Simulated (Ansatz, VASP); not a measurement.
# AgCl in VASP and in Ansatz

```
Ag Cl
1.0
     3.22615    0.00000    0.00000
     0.00000    3.22615    0.00000
     0.00000    0.00000    3.22615
Ag Cl
1 1
Direct
  0.00000 0.00000 0.00000
  0.50000 0.50000 0.50000
```

Change from the starting cell: hydrostatic strain -5.0%.

Alike in both runs: task single point; functional PBE; k mesh 8 × 8 × 8; occupations fermi-dirac, width 0.02 eV; no spin polarisation.

|  | VASP | Ansatz |
| --- | --- | --- |
| version | VASP 6.6.1 | Ansatz 0.2.0 |
| potentials or method | VASP PAW PBE potentials, release 64 (Ag, Cl) | plane waves, PAW |
| plane-wave cutoff (eV) | 520 | 420 |
| valence electrons in the cell | 18 | 26 |

|  | VASP | Ansatz | Ansatz less VASP |
| --- | --- | --- | --- |
| pressure (GPa) | 14.1 | 14.3 | +0.24 |

VASP's potentials hold 18 valence electrons a cell and Ansatz's 26, so a difference there can come from the potentials and not from the codes.
